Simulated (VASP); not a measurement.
Write the native input for VASP 6.6.1 that does the following.

* Task: single point
* Functional: r2SCAN
* Potentials or basis: VASP PAW PBE potentials, release 64 (Al, Ga_d, N)
* Cutoff: 520 eV
* k mesh: 6 × 8 × 4
* Occupations: gaussian, width 0.02 eV
* Spin: no spin polarisation
* Dipole correction: no
* Further INCAR settings: ALGO = Normal; EDIFF = 1e-07; NBANDS = 31

Al3GaN4:

```
Al Ga N
1.0
     5.03808    0.00000   -0.00009
     0.00000    3.12495    0.00000
    -0.00332    0.00000    5.57270
Al Ga N
3 1 4
Direct
  0.50121 0.50000 0.16655
  0.00171 0.50000 0.83543
  0.00203 0.00000 0.33240
  0.50104 0.00000 0.66535
  0.10984 0.00000 0.66383
  0.12136 0.50000 0.16471
  0.62412 0.50000 0.84327
  0.62229 0.00000 0.32846
```

The input as run:

POSCAR

```
Al3GaN4
1.0
    5.0380822535      0.0000000000     -0.0000900999
    0.0000000000      3.1249488270      0.0000000000
   -0.0033220332      0.0000000000      5.5727048106
Al Ga N
3 1 4
Direct
    0.5012106738      0.5000000000      0.1665500534
    0.0017090385      0.5000000000      0.8354264631
    0.0020330346      0.0000000000      0.3323987193
    0.5010367448      0.0000000000      0.6653481969
    0.1098430186      0.0000000000      0.6638319383
    0.1213621104      0.5000000000      0.1647098829
    0.6241167740      0.5000000000      0.8432721434
    0.6222876053      0.0000000000      0.3284636026
```

INCAR.step1

```
SYSTEM = Al3GaN4
  ALGO = Normal
  EDIFF = 1E-4
  ENCUT = 520
  GGA = PE
  ISMEAR = 0
  LASPH = .TRUE.
  LCHARG = .FALSE.
  LREAL = .FALSE.
  LWAVE = .TRUE.
  NBANDS = 31
  NELM = 80
  PREC = Accurate
  SIGMA = 0.02
```

INCAR.step2

```
SYSTEM = Al3GaN4
  ALGO = Normal
  EDIFF = 1E-7
  ENCUT = 520
  ISIF = 2
  ISMEAR = 0
  ISTART = 1
  LASPH = .TRUE.
  LCHARG = .TRUE.
  LELF = .TRUE.
  LMIXTAU = .TRUE.
  LREAL = .FALSE.
  LVHAR = .TRUE.
  LWAVE = .FALSE.
  METAGGA = R2SCAN
  NBANDS = 31
  NELM = 80
  PREC = Accurate
  SIGMA = 0.02
```

KPOINTS

```
k-points
0
G
  6 8 4
  0 0 0
```

Potentials or basis: VASP PAW PBE potentials, release 64 (Al, Ga_d, N).

Command:

```console
$ cat potpaw_PBE.64/Al/POTCAR potpaw_PBE.64/Ga_d/POTCAR potpaw_PBE.64/N/POTCAR > POTCAR
$ cp INCAR.step1 INCAR
$ mpirun -np 1 vasp_std > vasp.out
$ cp INCAR.step2 INCAR
$ mpirun -np 1 vasp_std > vasp.out
```

It gave:

```json
{"Pressure": "-5.9 GPa", "Largest force": "0.087 eV/Å", "Band gap on the k mesh": "3.85 eV"}
```

Caveat: the cell stands under tension; the PAW data sets were made with another functional, which shifts forces and pressure a little.

It took 4.9 min on 1 thread of Intel(R) Xeon(R) 6975P-C (Granite Rapids), with other jobs on the host, peak memory 0.31 GiB.
